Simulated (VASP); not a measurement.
# Ag (P6/mmm) in VASP: further runs

Ag is run at these levels: PBE; tasks: single point.

All numbers are computed with VASP 6.6.1; they aren't measurements. Logs are shortened: lines on timing, memory, paths and dates and some standing lists are left out, and cuts for length are marked.

### Step 1. The cell of the first run

Symmetry: P6/mmm, No. 191, hexagonal system. The conventional cell has a = 4.596 Å, b = 4.596 Å, c = 2.753 Å, α = 90.00°, β = 90.00°, γ = 120.00°. Within 3.6 Å of Ag (site symmetry 6/mmm) lie 14 Ag at 2.75 to 2.99 Å. Ag (site symmetry -6m2) has 11 Ag at 2.65 to 2.99 Å within 3.5 Å.

### Step 2. Single point, PBE (volume scaled by 0.92)

Contents of INCAR:

```
PREC = Accurate ; ENCUT = 520
EDIFF = 1E-6 ; ISMEAR = -1
SIGMA = 0.1 ; LREAL = F
LASPH = T ; NELM = 60
ALGO = Normal ; ISIF = 2
LWAVE = F ; LCHARG = F
GGA = PE ; NBANDS = 24
```

Contents of KPOINTS:

```
Automatic mesh
0
Gamma
  9 9 13
```

Contents of POSCAR:

```
Ag
1.0
    4.5964641136      0.0000000000      0.0000000000
   -2.2982320568      3.9806546899      0.0000000000
    0.0000000000      0.0000000000      2.7532282963
Ag
3
Direct
    0.0000000000      1.0000000000      0.0000000000
    0.3333333333      0.6666666667      0.5000000000
    0.6666666667      0.3333333333      0.5000000000
```

Potentials or basis: VASP PAW PBE potentials, release 64 (Ag).

Launch:

```sh
> cat potpaw_PBE.64/Ag/POTCAR > POTCAR
> mpirun -np 1 vasp_std > vasp.out
```

OUTCAR:

```text
PREC = Accurate
   ENCUT = 520
   EDIFF = 1E-6
   ISMEAR = -1
   LREAL = F
   LASPH = T
   NELM = 60
   ISIF = 2
   GGA = PE

 ion  position               nearest neighbor table
   1  0.000  0.000  0.000-   2 2.99   3 2.99   2 2.99   3 2.99   2 2.99   2 2.99   3 2.99   3 2.99
                             3 2.99   3 2.99   2 2.99   2 2.99
   2  0.333  0.667  0.500-   3 2.65   3 2.65   3 2.65   1 2.99   1 2.99   1 2.99   1 2.99   1 2.99
                             1 2.99
   3  0.667  0.333  0.500-   2 2.65   2 2.65   2 2.65   1 2.99   1 2.99   1 2.99   1 2.99   1 2.99
                             1 2.99

  LATTYP: Found a hexagonal cell.
 ALAT       =     4.5964641136
 C/A-ratio  =     0.5989883154

  Lattice vectors:

 A1 = (   4.5964641136,   0.0000000000,   0.0000000000)
 A2 = (  -2.2982320568,   3.9806546899,   0.0000000000)
 A3 = (   0.0000000000,   0.0000000000,   2.7532282963)

Analysis of symmetry for initial positions (statically):
=====================================================================
 Subroutine PRICEL returns:
 Original cell was already a primitive cell.

 Routine SETGRP: Setting up the symmetry group for a
 hexagonal supercell.

 Subroutine GETGRP returns: Found 24 space group operations
 (whereof 24 operations were pure point group operations)
 out of a pool of 24 trial point group operations.

The static configuration has the point symmetry D_6h.

Analysis of symmetry for dynamics (positions and initial velocities):
=====================================================================
 Subroutine PRICEL returns:
 Original cell was already a primitive cell.

 Routine SETGRP: Setting up the symmetry group for a
 hexagonal supercell.

 Subroutine GETGRP returns: Found 24 space group operations
 (whereof 24 operations were pure point group operations)
 out of a pool of 24 trial point group operations.

The dynamic configuration has the point symmetry D_6h.

 Subroutine INISYM returns: Found 24 space group operations
 (whereof 24 operations are pure point group operations),
 and found     1 'primitive' translations

----------------------------------------------------------------------------------------

                                     Primitive cell

  volume of cell :      50.3756

  direct lattice vectors                    reciprocal lattice vectors
     4.596464114  0.000000000  0.000000000     0.217558535  0.125607479  0.000000000
    -2.298232057  3.980654690  0.000000000     0.000000000  0.251214958  0.000000000
     0.000000000  0.000000000  2.753228296     0.000000000  0.000000000  0.363209982

  length of vectors
     4.596464114  4.596464114  2.753228296     0.251214958  0.251214958  0.363209982

  position of ions in fractional coordinates (direct lattice)
     0.000000000  0.000000000  0.000000000
     0.333333333  0.666666667  0.500000000
     0.666666667  0.333333333  0.500000000

  ion indices of the primitive-cell ions
   primitive index   ion index
                 1           1
                 2           2
                 3           3

----------------------------------------------------------------------------------------

 KPOINTS: Automatic mesh

Automatic generation of k-mesh.
 Grid dimensions read from file:
 generate k-points for:    9    9   13

 Generating k-lattice:

  Cartesian coordinates                     Fractional coordinates (reciprocal lattice)
     0.024173171  0.013956387  0.000000000     0.111111111 -0.000000000  0.000000000
     0.000000000  0.027912773  0.000000000     0.000000000  0.111111111  0.000000000
     0.000000000  0.000000000  0.027939229     0.000000000  0.000000000  0.076923077

  Length of vectors
     0.027912773  0.027912773  0.027939229

  Shift w.r.t. Gamma in fractional coordinates (k-lattice)
     0.000000000  0.000000000  0.000000000

 Subroutine IBZKPT returns following result:
 ===========================================

 Found     84 irreducible k-points:

 Following reciprocal coordinates:
            Coordinates               Weight
  0.000000  0.000000  0.000000      1.000000
  0.111111  0.000000  0.000000      6.000000
  0.222222 -0.000000  0.000000      6.000000
  0.333333  0.000000  0.000000      6.000000
  0.444444 -0.000000  0.000000      6.000000
  0.111111  0.111111  0.000000      6.000000
[... 16 lines left out ...]
  0.333333  0.222222  0.076923     24.000000
  0.333333  0.333333  0.076923      4.000000
 [... further k-points ...]
   k-points           NKPTS =     84   k-points in BZ     NKDIM =     84   number of bands    NBANDS=     24
   number of dos      NEDOS =    301   number of ions     NIONS =      3
   total plane-waves  NPLWV =  25920
   dimension x,y,z NGX =    36 NGY =   36 NGZ =   20
   dimension x,y,z NGXF=    72 NGYF=   72 NGZF=   40
   ions per type =               3
   NGX,Y,Z   is equivalent  to a cutoff of  13.02, 13.02, 12.08 a.u.
   NGXF,Y,Z  is equivalent  to a cutoff of  26.04, 26.04, 24.15 a.u.
 SYSTEM =  unknown system
   PREC   = accura    normal or accurate (medium, high low for compatibility)
   ISTART =      0    job   : 0-new  1-cont  2-samecut
   ICHARG =      2    charge: 1-file 2-atom 10-const
   ISPIN  =      1    spin polarized calculation?
   LNONCOLLINEAR =      F non collinear calculations
   LSORBIT =      F    spin-orbit coupling
   LASPH  =      T    aspherical Exc in radial PAW
   ENCUT  =  520.0 eV  38.22 Ry    6.18 a.u.   8.55  8.55  5.12*2*pi/ulx,y,z
   NELM   =     60;   NELMIN=  2; NELMDL= -5     # of ELM steps
   EDIFF  = 0.1E-05   stopping-criterion for ELM
   LREAL  =      F    real-space projection
   EDIFFG = 0.1E-04   stopping-criterion for IOM
   NSW    =      0    number of steps for IOM
   IBRION =     -1    ionic relax: 0-MD 1-quasi-New 2-CG
   NFREE  =      0    steps in history (QN), initial steepest desc. (CG)
   ISIF   =      2    stress and relaxation
   ISYM   =      2    0-nonsym 1-usesym 2-fastsym
   POTIM  = 0.5000    time-step for ionic-motion
   TEBEG  =    0.0;   TEEND  =   0.0 temperature during run
   PSTRESS=    0.0 pullay stress
   NELECT =      33.0000    total number of electrons
   NUPDOWN=      -1.0000    fix difference up-down
   EMIN   =  10.00;   EMAX   =-10.00  energy-range for DOS
   EFERMI =   0.00;   METHOD = LEGACY
   ISMEAR =    -1;   SIGMA  =   0.10  broadening in eV -4-tet -1-fermi 0-gaus
   EFERMI_NEDOS =   21; number of points for ismear=-14 and -15
   IALGO  =     38    algorithm
   IMIX   =      4    mixing-type and parameters
     AMIX     =   0.40;   BMIX     =  1.00
     AMIX_MAG =   1.60;   BMIX_MAG =  1.00
  volume/ion in A,a.u.               =      16.79       113.32
  Fermi-wavevector in a.u.,A,eV,Ry     =   1.421803  2.686817 27.504482  2.021522
  Thomas-Fermi vector in A             =   2.542574
   LORBIT       =      0    0 simple, 1 ext, 2 COOP (PROOUT), +10 PAW based schemes
   GGA     = PE    functional components
   LHFCALC =     F    Hartree Fock is set to
   AEXX    =    0.0000 exact exchange contribution
   IVDW    =     0    specifies the selected vdW correction
   LEPSILON=     F    determine dielectric tensor
   LRPA    =     F    only Hartree local field effects (RPA)
 non-spin polarized calculation
  energy-cutoff  :      520.00
  volume of cell :       50.38
 maximum number of plane-waves:      1384
 NGX is ok and might be reduce to    36
   NGX = 17   NGY = 17   NGZ = 11

 number of electron      33.0000022 magnetization

 Free energy of the ion-electron system (eV)
  ---------------------------------------------------
  ext. energy  EPLUGINS =         0.00000000
  ---------------------------------------------------
  free energy    TOTEN  =        -7.86654520 eV

  energy without entropy =       -7.83936064  energy(sigma->0) =       -7.85295292

 E-fermi :   8.6703     XC(G=0): -12.2921

 val. band max:        8.6535823860   @ k =   0.2222   0.2222   0.4615
 cond. band min:       8.6929043091   @ k =   0.3333   0.2222   0.2308
 fundamental gap:      0.0393219231
 Fermi energy:         8.6702503757

 k-point     1 :       0.0000    0.0000    0.0000
  band No.  band energies     occupation
      1       0.7671      2.00000
      2       2.1556      2.00000
      3       3.2958      2.00000
      4       3.4821      2.00000
      5       3.5520      2.00000
      6       3.5520      2.00000
[... 16 lines left out ...]
     23      21.0104      0.00000
     24      26.3367      0.00000

 k-point     2 :       0.1111    0.0000    0.0000
  band No.  band energies     occupation
      1       0.9037      2.00000
      2       2.1926      2.00000
      3       3.1440      2.00000
      4       3.2611      2.00000
      5       3.3103      2.00000
      6       3.4757      2.00000
[... 16 lines left out ...]
     23      21.2416      0.00000
     24      26.0211      0.00000

 k-point     3 :       0.2222   -0.0000    0.0000
  band No.  band energies     occupation
      1       1.2938      2.00000
      2       2.2866      2.00000
      3       2.7318      2.00000
      4       3.1358      2.00000
      5       3.1389      2.00000
      6       3.4078      2.00000
[... 16 lines left out ...]
     23      21.9099      0.00000
     24      24.9588      0.00000

 k-point     4 :       0.3333    0.0000    0.0000
  band No.  band energies     occupation
      1       1.8527      2.00000
      2       2.2783      2.00000
      3       2.5716      2.00000
      4       3.0048      2.00000
      5       3.0695      2.00000
      6       3.3001      2.00000
[... 16 lines left out ...]
     23      22.9523      0.00000
     24      23.5686      0.00000

 k-point     5 :       0.4444   -0.0000    0.0000
  band No.  band energies     occupation
      1       2.0758      2.00000
      2       2.4529      2.00000
      3       2.6814      2.00000
      4       2.9065      2.00000
      5       3.0609      2.00000
      6       3.1761      2.00000
[... 451 lines left out ...]
 k-point    22 :       0.2222    0.2222    0.0769
  band No.  band energies     occupation
      1       2.1045      2.00000
      2       2.4216      2.00000
      3       2.6405      2.00000
      4       2.7497      2.00000
      5       3.1453      2.00000
      6       3.4077      2.00000
[... 16 lines left out ...]
     23      21.7751      0.00000
     24      22.1090      0.00000

 k-point    23 :       0.3333    0.2222    0.0769
  band No.  band energies     occupation
      1       2.1017      2.00000
      2       2.5222      2.00000
      3       2.6338      2.00000
      4       2.9150      2.00000
      5       3.0551      2.00000
      6       3.3230      2.00000
[... 16 lines left out ...]
     23      22.8246      0.00000
     24      23.1644      0.00000

 k-point    24 :       0.3333    0.3333    0.0769
  band No.  band energies     occupation
      1       2.0581      2.00000
      2       2.5692      2.00000
      3       2.5692      2.00000
      4       3.0037      2.00000
      5       3.0037      2.00000
      6       3.2917      2.00000
[... 16 lines left out ...]
     23      23.4716      0.00000
     24      23.9285      0.00000

 [... further k-points ...]
[... 5 lines left out ...]
  --------------------------------------------------------------------------------------
  -------------------------------------------------------------------------------------
  Total        2.8383304      2.8383304      2.7049990      0.0000000      0.0000000      0.0000000
  in kB       90.2719705     90.2719705     86.0314195      0.0000000      0.0000000      0.0000000
  external PRESSURE =      88.8584535 kB  Pullay stress =       0.0000000 kB

 VOLUME and BASIS-vectors are now :
 -----------------------------------------------------------------------------
  energy-cutoff  :      520.00
  volume of cell :       50.38
      direct lattice vectors                 reciprocal lattice vectors
     4.596464114  0.000000000  0.000000000     0.217558535  0.125607479  0.000000000
    -2.298232057  3.980654690  0.000000000     0.000000000  0.251214958  0.000000000
     0.000000000  0.000000000  2.753228296     0.000000000  0.000000000  0.363209982

 POSITION                                       TOTAL-FORCE (eV/Angst)
 -----------------------------------------------------------------------------------
      0.00000      0.00000      0.00000         0.000000      0.000000      0.000000
     -0.00000      2.65377      1.37661         0.000000      0.000000     -0.000000
      2.29823      1.32688      1.37661        -0.000000      0.000000      0.000000
 -----------------------------------------------------------------------------------
    total drift:                                0.000000      0.000000     -0.000000

  FREE ENERGIE OF THE ION-ELECTRON SYSTEM (eV)
  ---------------------------------------------------
  free  energy   TOTEN  =        -7.8665451974 eV

  energy  without entropy=       -7.8393606372  energy(sigma->0) =       -7.85295292
```

Wall time 50 s (1 thread of Intel Xeon Platinum 8488C (Sapphire Rapids), shared host); peak memory 0.21 GiB.

What came out:

| Quantity | Value |
| --- | --- |
| Free energy | -7.8665 eV |
| Pressure | 8.9 GPa |

Stress tensor (GPa, compression positive):
```
9.03 0.00 0.00
0.00 9.03 0.00
0.00 0.00 8.60
```

Levels at points of the mesh, in eV from the Fermi level:
```csv
k point,band 13,band 14,band 15,band 16,band 17,band 18,band 19,band 20
"(0.00, 0.00, 0.00)",-4.00,-4.00,-2.91,-2.91,4.68,4.68,4.68,4.68
```

Caveat: the cell differs from its parent crystal (volume scaled by 0.92).

### Step 3. Single point, PBE (volume scaled by 0.96)

Contents of INCAR:

```
PREC     = Accurate       # precision mode
ENCUT    = 520            # plane-wave cutoff, eV
EDIFF    = 1E-7           # SCF threshold, eV
ISMEAR   = -1             # smearing method
SIGMA    = 0.1            # smearing width, eV
LREAL    = False          # projectors in reciprocal space
LASPH    = True           # aspherical terms in the spheres
NELM     = 80             # most SCF steps
ALGO     = Normal         # electronic algorithm
ISIF     = 2              # what is computed and relaxed
LWAVE    = False          # write WAVECAR
LCHARG   = False          # write CHGCAR
GGA      = PE             # functional
NBANDS   = 24             # bands
```

Contents of KPOINTS:

```
regular mesh
0
Gamma
  9 9 13
```

Contents of POSCAR:

```
Ag
1.0
    4.6621367593      0.0000000000      0.0000000000
   -2.3310683797      4.0375288695      0.0000000000
    0.0000000000      0.0000000000      2.7925654437
Ag
3
Direct
    0.0000000000      1.0000000000      0.0000000000
    0.3333333333      0.6666666667      0.5000000000
    0.6666666667      0.3333333333      0.5000000000
```

Potentials or basis: VASP PAW PBE potentials, release 64 (Ag).

Launch:

```sh
> cat potpaw_PBE.64/Ag/POTCAR > POTCAR
> mpirun -np 1 vasp_std > vasp.out
```

Run time: 62 s. Hardware: 1 thread of Intel Xeon Platinum 8488C (Sapphire Rapids), shared host; peak memory 0.23 GiB.

Results (log left out):

```yaml
Free_energy: -7.9527 eV
Pressure: 3.8 GPa
```

Stress tensor (GPa, compression positive):
```
3.88 0.00 0.00
0.00 3.88 0.00
0.00 0.00 3.58
```

Levels at points of the mesh, in eV from the Fermi level:
```csv
k point,band 14,band 15,band 16,band 17,band 18,band 19
"(0.00, 0.00, 0.00)",-3.91,-2.90,-2.90,4.54,4.54,4.55
```

Caveat: the cell differs from its parent crystal (volume scaled by 0.96).

### Step 4. Single point, PBE

This run uses another cell than the first one, of 18.25 Å³/atom, 1.087 times its volume.

Contents of INCAR:

```
SYSTEM = Ag
ALGO = Normal
EDIFF = 1E-6
ENCUT = 520
GGA = PE
ISIF = 2
ISMEAR = -1
LASPH = .TRUE.
LCHARG = .FALSE.
LREAL = .FALSE.
LWAVE = .FALSE.
NBANDS = 24
NELM = 60
PREC = Accurate
SIGMA = 0.1
```

Contents of KPOINTS:

```
k-points
0
G
  9 9 13
  0 0 0
```

Contents of POSCAR:

```
Ag
1.0
    4.7260095835      0.0000000000      0.0000000000
   -2.3630047918      4.0928443579      0.0000000000
    0.0000000000      0.0000000000      2.8308245191
Ag
3
Direct
    0.0000000000      1.0000000000      0.0000000000
    0.3333333333      0.6666666667      0.5000000000
    0.6666666667      0.3333333333      0.5000000000
```

Potentials or basis: VASP PAW PBE potentials, release 64 (Ag).

Launch:

```sh
> cat potpaw_PBE.64/Ag/POTCAR > POTCAR
> mpirun -np 1 vasp_std > vasp.out
```

OUTCAR:

```text
SYSTEM = Ag
   EDIFF = 1E-6
   ENCUT = 520
   GGA = PE
   ISIF = 2
   ISMEAR = -1
   LASPH = .TRUE.
   LREAL = .FALSE.
   NELM = 60
   PREC = Accurate

 ion  position               nearest neighbor table
   1  0.000  0.000  0.000-   2 3.07   3 3.07   2 3.07   3 3.07   3 3.07   3 3.07   2 3.07   2 3.07
                             3 3.07   3 3.07   2 3.07   2 3.07
   2  0.333  0.667  0.500-   3 2.73   3 2.73   3 2.73   1 3.07   1 3.07   1 3.07   1 3.07   1 3.07
                             1 3.07
   3  0.667  0.333  0.500-   2 2.73   2 2.73   2 2.73   1 3.07   1 3.07   1 3.07   1 3.07   1 3.07
                             1 3.07

  LATTYP: Found a hexagonal cell.
[... 846 lines left out ...]
  --------------------------------------------------------------------------------------
  -------------------------------------------------------------------------------------
  Total       -0.0216191     -0.0216191     -0.0870757      0.0000000      0.0000000     -0.0000000
  in kB       -0.6325787     -0.6325787     -2.5478543      0.0000000      0.0000000     -0.0000000
  external PRESSURE =      -1.2710039 kB  Pullay stress =       0.0000000 kB

 VOLUME and BASIS-vectors are now :
 -----------------------------------------------------------------------------
  energy-cutoff  :      520.00
  volume of cell :       54.76
      direct lattice vectors                 reciprocal lattice vectors
     4.726009583  0.000000000  0.000000000     0.211595000  0.122164430  0.000000000
    -2.363004792  4.092844358  0.000000000     0.000000000  0.244328861  0.000000000
     0.000000000  0.000000000  2.830824519     0.000000000  0.000000000  0.353253970

 POSITION                                       TOTAL-FORCE (eV/Angst)
 -----------------------------------------------------------------------------------
      0.00000      0.00000      0.00000         0.000000      0.000000     -0.000000
     -0.00000      2.72856      1.41541        -0.000000     -0.000000      0.000000
      2.36300      1.36428      1.41541         0.000000      0.000000     -0.000000
 -----------------------------------------------------------------------------------
    total drift:                                0.000000      0.000000     -0.000000

  FREE ENERGIE OF THE ION-ELECTRON SYSTEM (eV)
  ---------------------------------------------------
  free  energy   TOTEN  =        -7.9775277985 eV

  energy  without entropy=       -7.9492258212  energy(sigma->0) =       -7.96337681
```

Run time: 62 s. Hardware: 1 thread of Intel Xeon Platinum 8488C (Sapphire Rapids), shared host; peak memory 0.23 GiB.

What came out:

```
Free energy : -7.9775 eV
Pressure    : -0.1 GPa
```

Levels at points of the mesh, in eV from the Fermi level:
```
           k point  band 14  band 15  band 16  band 17  band 18  band 19
(0.00, 0.00, 0.00)    -3.82    -2.89    -2.89     4.42     4.42     4.42
```

### Step 5. Summary

```csv
cell,gap on the mesh (eV),pressure (GPa)
"a = 4.596, b = 4.596, c = 2.753 Å, angles 90.0, 90.0, 120.0°, 3 atoms",none,8.9
"a = 4.662, b = 4.662, c = 2.793 Å, angles 90.0, 90.0, 120.0°, 3 atoms",none,3.8
"a = 4.726, b = 4.726, c = 2.831 Å, angles 90.0, 90.0, 120.0°, 3 atoms",none,-0.1
```

Alike in all rows: task single point; level PBE; potentials or basis VASP PAW PBE potentials, release 64 (Ag); no spin polarisation; k mesh 9 × 9 × 13; cutoff (eV) 520; smearing fermi-dirac 0.1 eV.

Total energies depend on the potentials used, so only differences within one code and one set of settings carry meaning.
